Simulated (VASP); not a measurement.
SnSe2 (1T), 3 atoms in the cell. Symmetry: P-3m1, No. 164, trigonal system. Conventional cell: a = 3.633 Å, b = 3.633 Å, c = 5.345 Å, α = 90.00°, β = 90.00°, γ = 120.00°. Within 3.5 Å of Sn (site symmetry -3m) lie 6 Se at 2.62 Å. Se (site symmetry 3m) has 3 Sn at 2.62 Å and 3 Se at 3.05 Å within 3.5 Å. 

| Quantity | Value |
| --- | --- |
| Program | VASP 6.6.1 |
| Task | single point |
| Functional | r2SCAN |
| Dispersion | rVV10 |
| Potentials or basis | VASP PAW PBE potentials, release 64 (Sn_d, Se) |
| Cutoff | 520 eV |
| k mesh | 15 × 15 × 9 |
| Occupations | gaussian, width 0.03 eV |
| Spin | no spin polarisation |
| Dipole correction | no |
| Further INCAR settings | ALGO = Normal; EDIFF = 1e-06; NBANDS = 20 |

Potentials or basis: VASP PAW PBE potentials, release 64 (Sn_d, Se).

Run with:

```console
$ cat potpaw_PBE.64/Sn_d/POTCAR potpaw_PBE.64/Se/POTCAR > POTCAR
$ cp INCAR.step1 INCAR
$ mpirun -np 1 vasp_std > vasp.out
$ cp INCAR.step2 INCAR
$ mpirun -np 1 vasp_std > vasp.out
```

Hardware: 1 thread of Intel(R) Xeon(R) Platinum 8259CL CPU @ 2.50GHz (Skylake/Cascade Lake), on a shared host.

Q: How long does it take, and how much memory?

A: Wall time 12 min on 1 thread of Intel(R) Xeon(R) Platinum 8259CL CPU @ 2.50GHz (Skylake/Cascade Lake), with other jobs on the host, peak memory 0.49 GiB. Counts: k points 211.
